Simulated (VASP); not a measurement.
The system is NbIn2P3.

```
Nb In P
1.0
     3.80635    0.00000    0.00000
     0.00000    3.80635    0.00000
     0.00000    0.00000    8.47688
Nb In P
1 2 3
Direct
  0.00000 0.00000 0.31122
  0.00000 0.50000 0.57153
  0.50000 0.00000 0.57153
  0.00000 0.50000 0.14333
  0.50000 0.00000 0.14333
  0.50000 0.50000 0.51411
```

The cell was generated, and may not be a known phase.

```yaml
Program: VASP 6.6.1
Task: relaxation of cell and atoms
Functional: PBE
Potentials_or_basis: VASP PAW PBE potentials, release 64 (Nb_sv, In_d, P)
Cutoff: 600 eV
k_mesh: 4 × 4 × 2
Occupations: gaussian, width 0.1 eV
Spin: no spin polarisation
```

At the start: pressure 61.5 GPa; volume 20.47 Å³/atom.

Question: How do energy, volume and symmetry change on relaxing?

Answer: Over 66 steps the energy falls by 2648.0 meV/atom and the volume is 20.16 Å³/atom (-1.5 %); space group P4mm (No. 99, to 0.1 Å) before and after.

Step by step:
```tsv
step	energy change (eV)	largest force (eV/Å)	pressure (GPa)	volume (Å³)
1	0.0000	11.8480	61.53	122.82
3	-11.5847	3.2579	-5.00	192.91
5	-11.7086	3.2103	-2.08	180.92
7	-12.9253	2.4860	-2.17	176.02
9	-13.8279	0.9944	1.39	164.28
11	-13.9787	0.3076	-1.87	170.71
13	-14.4732	2.9336	2.22	148.56
15	-14.7274	3.2743	2.45	144.99
17	-14.7244	1.7113	5.89	128.55
19	-15.1428	1.5631	3.11	133.84
21	-15.1535	1.5059	2.78	134.88
23	-15.3521	1.1363	-3.30	142.91
25	-15.6215	0.6985	-2.81	137.72
27	-15.6446	0.9586	-2.41	136.13
29	-15.6951	0.2948	0.34	131.86
31	-15.7071	0.2174	-0.16	132.72
33	-15.7227	0.0837	-0.59	132.35
35	-15.7382	0.1895	1.19	127.84
37	-15.7456	0.1958	1.32	126.99
39	-15.7753	0.2852	2.08	123.18
41	-15.7878	0.4116	3.06	119.72
43	-15.8288	0.4838	1.95	118.89
45	-15.8307	0.5042	1.77	118.66
47	-15.8405	0.4684	1.27	119.25
49	-15.8463	0.2989	-2.00	125.35
51	-15.8653	0.2278	-0.38	122.40
53	-15.8696	0.1187	0.19	122.08
55	-15.8735	0.0737	-0.38	122.79
57	-15.8774	0.1154	0.25	121.65
59	-15.8817	0.1149	-0.11	121.56
61	-15.8836	0.1119	-0.01	121.15
63	-15.8845	0.0823	0.29	120.58
65	-15.8876	0.0888	-0.18	121.29
66	-15.8882	0.0161	0.20	120.98
```

Final structure:
```xyz
6
Lattice="3.8221 0.0000 0.0000 0.0000 3.8221 0.0000 0.0000 0.0000 8.2821" Properties=species:S:1:pos:R:3 pbc="T T T"
Nb    0.0000    0.0000    2.4235
In    0.0000    1.9110    5.8676
In    1.9110    0.0000    5.8676
P     0.0000    1.9110    0.6373
P     1.9110    3.8221    0.6373
P     1.9110    1.9110    3.2433
```

Caveat: the k points lie up to 0.41 Å⁻¹ apart in the final cell, too coarse for converged energies and pressures of a metal.
